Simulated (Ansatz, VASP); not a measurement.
# Two plane-wave programs on Cd3Se2S

```
Cd Se S
1.0
     4.31884   -0.00317   -0.00050
    -2.16212    3.74041    0.00013
    -0.00212   -0.00054   21.15970
Cd Se S
6 4 2
Cartesian
  0.0006 -0.0062 3.6723
  -0.0014 -0.0004 10.6309
  0.0058 0.0026 17.5877
  2.1517 1.2423 7.0022
  2.1566 1.2485 13.9623
  2.1564 1.2465 0.0491
  -0.0044 0.0010 20.2723
  2.1600 1.2397 2.7339
  2.1586 1.2435 9.6933
  2.1645 1.2472 16.6521
  -0.0069 -0.0029 6.2430
  -0.0026 0.0033 13.2037
```

Change from the starting cell: cell x1, atoms moved at random (sigma 0.15 Å) and cell strained at random (1.5 %), then relaxed without symmetry.

Alike in both runs: functional PBE; k mesh 6 × 6 × 1; occupations gaussian, width 0.1 eV; no spin polarisation.

Ansatz relaxed the structure, and its values are those at the end. VASP's run is a single point on that final structure, the one shown.

```csv
,VASP,Ansatz
version,VASP 6.6.1,Ansatz 0.2.0
potentials or method,"VASP PAW PBE potentials, release 64 (Cd, Se, S), cutoff 520 eV","scalar-relativistic, plane waves, PAW"
valence electrons in the cell,108,196
```

|  | VASP | Ansatz | Ansatz less VASP |
| --- | --- | --- | --- |
| gap on the k mesh at the Fermi level (eV) | 0.59 | 0.60 | +0.002 |
| least direct gap on the mesh (eV) | 0.59 | 0.60 | +0.002 |
| pressure (GPa) | 0.3 | 0.0 | -0.27 |
| rms of the force components (eV/Å) | 0.005 | 0.004 | -0.0008 |

VASP's potentials hold 108 valence electrons a cell and Ansatz's 196, so a difference there can come from the potentials and not from the codes.
